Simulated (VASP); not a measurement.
# Ag3SnSe (P4mm) in VASP: single point with PBE

Aim: the single point of Ag3SnSe with PBE.

Program: VASP 6.6.1. These are calculated values, not measurements. Logs are shortened: lines on timing, memory, paths and dates and some standing lists are left out, and cuts for length are marked.

## (1) The cell of the first run

The structure is tetragonal, space group P4mm (No. 99). Conventional cell: a = 4.052 Å, b = 4.052 Å, c = 6.997 Å, α = 90.00°, β = 90.00°, γ = 90.00°. Ag (site symmetry 2mm) has 6 Ag at 2.86 to 3.00 Å and 2 Sn at 2.87 Å and 2 Se at 2.97 Å within 3.8 Å. Within 3.6 Å of Ag (site symmetry 4mm) lie 1 Sn at 2.75 Å and 4 Se at 2.87 Å and 4 Ag at 3.00 Å. Sn (site symmetry 4mm) has 5 Ag at 2.75 to 2.87 Å within 3.6 Å. Se (site symmetry 4mm) has 8 Ag at 2.87 to 2.97 Å within 3.8 Å.

The cell was generated, and may not be a known phase.

## (2) Single point, PBE

INCAR

```
PREC = Accurate
ENCUT = 520
EDIFF = 1E-6
ISMEAR = 0
SIGMA = 0.1
LREAL = False
LASPH = True
NELM = 60
ALGO = Normal
ISIF = 2
LWAVE = False
LCHARG = True
GGA = PE
LELF = True
LVHAR = True
NBANDS = 34
```

KPOINTS

```
regular mesh
0
Gamma
  10 10 6
```

POSCAR

```
Ag3SnSe
1.0
    4.0516321060      0.0000000000      0.0000000000
    0.0000000000      4.0516321060      0.0000000000
    0.0000000000      0.0000000000      6.9971973563
Ag Sn Se
3 1 1
Direct
    0.0000000000      0.5000000000      0.9393478842
    0.5000000000      0.0000000000      0.9393478842
    0.0000000000      0.0000000000      0.6224862799
    0.0000000000      0.0000000000      0.2295860040
    0.5000000000      0.5000000000      0.6292289676
```

Potentials or basis: VASP PAW PBE potentials, release 64 (Ag, Sn_d, Se).

Command:

```bash
$ cat potpaw_PBE.64/Ag/POTCAR potpaw_PBE.64/Sn_d/POTCAR potpaw_PBE.64/Se/POTCAR > POTCAR
$ mpirun -np 1 vasp_std > vasp.out
```

OUTCAR:

```text
PREC = Accurate
   ENCUT = 520
   EDIFF = 1E-6
   ISMEAR = 0
   LREAL = False
   LASPH = True
   NELM = 60
   ISIF = 2
   GGA = PE

 ion  position               nearest neighbor table
   1  0.000  0.500  0.939-   2 2.86   2 2.86   2 2.86   2 2.86   4 2.87   4 2.87   5 2.97   5 2.97
                             3 3.00   3 3.00
   2  0.500  0.000  0.939-   1 2.86   1 2.86   1 2.86   1 2.86   4 2.87   4 2.87   5 2.97   5 2.97
                             3 3.00   3 3.00
   3  0.000  0.000  0.622-   4 2.75   5 2.87   5 2.87   5 2.87   5 2.87   1 3.00   2 3.00   2 3.00
                             1 3.00
   4  0.000  0.000  0.230-   3 2.75   2 2.87   1 2.87   1 2.87   2 2.87
   5  0.500  0.500  0.629-   3 2.87   3 2.87   3 2.87   3 2.87   2 2.97   1 2.97   1 2.97   2 2.97

  LATTYP: Found a simple tetragonal cell.
 ALAT       =     4.0516321060
 C/A-ratio  =     1.7270070858

  Lattice vectors:

 A1 = (   4.0516321060,   0.0000000000,   0.0000000000)
 A2 = (   0.0000000000,   4.0516321060,   0.0000000000)
 A3 = (   0.0000000000,   0.0000000000,   6.9971973563)

Analysis of symmetry for initial positions (statically):
=====================================================================
 Subroutine PRICEL returns:
 Original cell was already a primitive cell.

 Routine SETGRP: Setting up the symmetry group for a
 simple tetragonal supercell.

 Subroutine GETGRP returns: Found  8 space group operations
 (whereof  8 operations were pure point group operations)
 out of a pool of 16 trial point group operations.

The static configuration has the point symmetry C_4v.

Analysis of symmetry for dynamics (positions and initial velocities):
=====================================================================
 Subroutine PRICEL returns:
 Original cell was already a primitive cell.

 Routine SETGRP: Setting up the symmetry group for a
 simple tetragonal supercell.

 Subroutine GETGRP returns: Found  8 space group operations
 (whereof  8 operations were pure point group operations)
 out of a pool of 16 trial point group operations.

The dynamic configuration has the point symmetry C_4v.

 Subroutine INISYM returns: Found  8 space group operations
 (whereof  8 operations are pure point group operations),
 and found     1 'primitive' translations

----------------------------------------------------------------------------------------

                                     Primitive cell

  volume of cell :     114.8641

  direct lattice vectors                    reciprocal lattice vectors
     4.051632106  0.000000000  0.000000000     0.246814117  0.000000000  0.000000000
     0.000000000  4.051632106  0.000000000     0.000000000  0.246814117  0.000000000
     0.000000000  0.000000000  6.997197356     0.000000000  0.000000000  0.142914363

  length of vectors
     4.051632106  4.051632106  6.997197356     0.246814117  0.246814117  0.142914363

  position of ions in fractional coordinates (direct lattice)
     0.000000000  0.500000000  0.939347884
     0.500000000  0.000000000  0.939347884
     0.000000000  0.000000000  0.622486280
     0.000000000  0.000000000  0.229586004
     0.500000000  0.500000000  0.629228968

  ion indices of the primitive-cell ions
   primitive index   ion index
                 1           1
                 2           2
                 3           3
                 4           4
                 5           5

----------------------------------------------------------------------------------------

 KPOINTS: regular mesh

Automatic generation of k-mesh.
 Grid dimensions read from file:
 generate k-points for:   10   10    6

 Generating k-lattice:

  Cartesian coordinates                     Fractional coordinates (reciprocal lattice)
     0.024681412  0.000000000  0.000000000     0.100000000  0.000000000  0.000000000
     0.000000000  0.024681412  0.000000000     0.000000000  0.100000000  0.000000000
     0.000000000  0.000000000  0.023819060     0.000000000  0.000000000  0.166666667

  Length of vectors
     0.024681412  0.024681412  0.023819060

  Shift w.r.t. Gamma in fractional coordinates (k-lattice)
     0.000000000  0.000000000  0.000000000

 Subroutine IBZKPT returns following result:
 ===========================================

 Found     84 irreducible k-points:

 Following reciprocal coordinates:
            Coordinates               Weight
  0.000000  0.000000  0.000000      1.000000
  0.100000  0.000000  0.000000      4.000000
  0.200000  0.000000  0.000000      4.000000
  0.300000  0.000000  0.000000      4.000000
  0.400000  0.000000  0.000000      4.000000
  0.500000  0.000000  0.000000      2.000000
[... 16 lines left out ...]
  0.100000  0.000000  0.166667      8.000000
  0.200000  0.000000  0.166667      8.000000
 [... further k-points ...]
   k-points           NKPTS =     84   k-points in BZ     NKDIM =     84   number of bands    NBANDS=     34
   number of dos      NEDOS =    301   number of ions     NIONS =      5
   total plane-waves  NPLWV =  48600
   dimension x,y,z NGX =    30 NGY =   30 NGZ =   54
   dimension x,y,z NGXF=    60 NGYF=   60 NGZF=  108
   ions per type =               3   1   1
   NGX,Y,Z   is equivalent  to a cutoff of  12.31, 12.31, 12.83 a.u.
   NGXF,Y,Z  is equivalent  to a cutoff of  24.62, 24.62, 25.66 a.u.
 SYSTEM =  unknown system
   PREC   = accura    normal or accurate (medium, high low for compatibility)
   ISTART =      0    job   : 0-new  1-cont  2-samecut
   ICHARG =      2    charge: 1-file 2-atom 10-const
   ISPIN  =      1    spin polarized calculation?
   LNONCOLLINEAR =      F non collinear calculations
   LSORBIT =      F    spin-orbit coupling
   LASPH  =      T    aspherical Exc in radial PAW
   ENCUT  =  520.0 eV  38.22 Ry    6.18 a.u.   7.53  7.53 13.01*2*pi/ulx,y,z
   NELM   =     60;   NELMIN=  2; NELMDL= -5     # of ELM steps
   EDIFF  = 0.1E-05   stopping-criterion for ELM
   LREAL  =      F    real-space projection
   EDIFFG = 0.1E-04   stopping-criterion for IOM
   NSW    =      0    number of steps for IOM
   IBRION =     -1    ionic relax: 0-MD 1-quasi-New 2-CG
   NFREE  =      0    steps in history (QN), initial steepest desc. (CG)
   ISIF   =      2    stress and relaxation
   ISYM   =      2    0-nonsym 1-usesym 2-fastsym
   POTIM  = 0.5000    time-step for ionic-motion
   TEBEG  =    0.0;   TEEND  =   0.0 temperature during run
   PSTRESS=    0.0 pullay stress
   NELECT =      53.0000    total number of electrons
   NUPDOWN=      -1.0000    fix difference up-down
   EMIN   =  10.00;   EMAX   =-10.00  energy-range for DOS
   EFERMI =   0.00;   METHOD = LEGACY
   ISMEAR =     0;   SIGMA  =   0.10  broadening in eV -4-tet -1-fermi 0-gaus
   EFERMI_NEDOS =   21; number of points for ismear=-14 and -15
   IALGO  =     38    algorithm
   IMIX   =      4    mixing-type and parameters
     AMIX     =   0.40;   BMIX     =  1.00
     AMIX_MAG =   1.60;   BMIX_MAG =  1.00
  volume/ion in A,a.u.               =      22.97       155.03
  Fermi-wavevector in a.u.,A,eV,Ry     =   1.265043  2.390585 21.773875  1.600335
  Thomas-Fermi vector in A             =   2.398317
   LORBIT       =      0    0 simple, 1 ext, 2 COOP (PROOUT), +10 PAW based schemes
   GGA     = PE    functional components
   LHFCALC =     F    Hartree Fock is set to
   AEXX    =    0.0000 exact exchange contribution
   IVDW    =     0    specifies the selected vdW correction
   LEPSILON=     F    determine dielectric tensor
   LRPA    =     F    only Hartree local field effects (RPA)
 non-spin polarized calculation
 Gauss-broadening in eV      SIGMA  =   0.10
  energy-cutoff  :      520.00
  volume of cell :      114.86
 maximum number of plane-waves:      3134
   NGX = 15   NGY = 15   NGZ = 27

 number of electron      52.9999985 magnetization

 Free energy of the ion-electron system (eV)
  ---------------------------------------------------
  ext. energy  EPLUGINS =         0.00000000
  ---------------------------------------------------
  free energy    TOTEN  =       -15.11210476 eV

  energy without entropy =      -15.10179478  energy(sigma->0) =      -15.10694977

 E-fermi :   5.8573     XC(G=0): -10.3859

 val. band max:        5.8515405393   @ k =   0.5000   0.1000   0.3333
 cond. band min:       5.8698980549   @ k =   0.3000   0.3000   0.0000
 fundamental gap:      0.0183575156
 Fermi energy:         5.8572656151

 k-point     1 :       0.0000    0.0000    0.0000
  band No.  band energies     occupation
      1     -15.5179      2.00000
      2     -15.4851      2.00000
      3     -15.4536      2.00000
      4     -15.4536      2.00000
      5     -15.4506      2.00000
      6      -7.2324      2.00000
[... 26 lines left out ...]
     33      11.7392      0.00000
     34      12.3622      0.00000

 k-point     2 :       0.1000    0.0000    0.0000
  band No.  band energies     occupation
      1     -15.5162      2.00000
      2     -15.4856      2.00000
      3     -15.4542      2.00000
      4     -15.4536      2.00000
      5     -15.4500      2.00000
      6      -7.1980      2.00000
[... 26 lines left out ...]
     33      11.8702      0.00000
     34      12.5054      0.00000

 k-point     3 :       0.2000    0.0000    0.0000
  band No.  band energies     occupation
      1     -15.5121      2.00000
      2     -15.4870      2.00000
      3     -15.4557      2.00000
      4     -15.4535      2.00000
      5     -15.4481      2.00000
      6      -7.1045      2.00000
[... 26 lines left out ...]
     33      12.2536      0.00000
     34      12.8845      0.00000

 k-point     4 :       0.3000    0.0000    0.0000
  band No.  band energies     occupation
      1     -15.5073      2.00000
      2     -15.4888      2.00000
      3     -15.4575      2.00000
      4     -15.4533      2.00000
      5     -15.4456      2.00000
      6      -6.9815      2.00000
[... 26 lines left out ...]
     33      12.8192      0.00000
     34      13.1435      0.00000

 k-point     5 :       0.4000    0.0000    0.0000
  band No.  band energies     occupation
      1     -15.5037      2.00000
      2     -15.4902      2.00000
      3     -15.4590      2.00000
      4     -15.4532      2.00000
      5     -15.4433      2.00000
      6      -6.8750      2.00000
[... 621 lines left out ...]
 k-point    22 :       0.0000    0.0000    0.1667
  band No.  band energies     occupation
      1     -15.5179      2.00000
      2     -15.4851      2.00000
      3     -15.4536      2.00000
      4     -15.4536      2.00000
      5     -15.4505      2.00000
      6      -7.2291      2.00000
[... 26 lines left out ...]
     33      11.8269      0.00000
     34      12.1556      0.00000

 k-point    23 :       0.1000    0.0000    0.1667
  band No.  band energies     occupation
      1     -15.5162      2.00000
      2     -15.4856      2.00000
      3     -15.4542      2.00000
      4     -15.4536      2.00000
      5     -15.4499      2.00000
      6      -7.1949      2.00000
[... 26 lines left out ...]
     33      11.9382      0.00000
     34      12.2834      0.00000

 k-point    24 :       0.2000    0.0000    0.1667
  band No.  band energies     occupation
      1     -15.5121      2.00000
      2     -15.4870      2.00000
      3     -15.4557      2.00000
      4     -15.4535      2.00000
      5     -15.4480      2.00000
      6      -7.1019      2.00000
[... 26 lines left out ...]
     33      12.2310      0.00000
     34      12.6092      0.00000

 [... further k-points ...]

------------------------ aborting loop because EDIFF is reached ----------------------------------------

  FORCE on cell =-STRESS in cart. coord.  units (eV):
  Direction    XX          YY          ZZ          XY          YZ          ZX
  --------------------------------------------------------------------------------------
  -------------------------------------------------------------------------------------
  Total       -0.0438740     -0.0438740     -0.0107810      0.0000000      0.0000000      0.0000000
  in kB       -0.6119757     -0.6119757     -0.1503780      0.0000000      0.0000000      0.0000000
  external PRESSURE =      -0.4581098 kB  Pullay stress =       0.0000000 kB

 VOLUME and BASIS-vectors are now :
 -----------------------------------------------------------------------------
  energy-cutoff  :      520.00
  volume of cell :      114.86
      direct lattice vectors                 reciprocal lattice vectors
     4.051632106  0.000000000  0.000000000     0.246814117  0.000000000  0.000000000
     0.000000000  4.051632106  0.000000000     0.000000000  0.246814117  0.000000000
     0.000000000  0.000000000  6.997197356     0.000000000  0.000000000  0.142914363

 POSITION                                       TOTAL-FORCE (eV/Angst)
 -----------------------------------------------------------------------------------
      0.00000      2.02582      6.57280        -0.000000     -0.000000     -0.003035
      2.02582      0.00000      6.57280        -0.000000      0.000000     -0.003035
      0.00000      0.00000      4.35566        -0.000000      0.000000      0.008970
      0.00000      0.00000      1.60646        -0.000000      0.000000     -0.003879
      2.02582      2.02582      4.40284         0.000000      0.000000      0.000980
 -----------------------------------------------------------------------------------
    total drift:                                0.000000      0.000000     -0.000471

  FREE ENERGIE OF THE ION-ELECTRON SYSTEM (eV)
  ---------------------------------------------------
  free  energy   TOTEN  =       -15.1121047597 eV

  energy  without entropy=      -15.1017947779  energy(sigma->0) =      -15.10694977
```

Wall time 7.9 min (1 thread of Oxide Virtual Turin-like, shared host); peak memory 0.4 GiB.

Results:

```
Free energy            : -15.1121 eV
Pressure               : 0.0 GPa
Largest force          : 0.009 eV/Å
Band gap on the k mesh : zero (an odd number of electrons rules out a gap without spin polarisation)
```

Forces in eV/Å, atoms in the order of the input:
```
Ag   0.000  0.000 -0.003
Ag   0.000  0.000 -0.003
Ag   0.000  0.000  0.009
Sn   0.000  0.000 -0.004
Se   0.000  0.000  0.001
```

Caveat: spin-orbit coupling is left out, which moves the levels of the heavy elements.
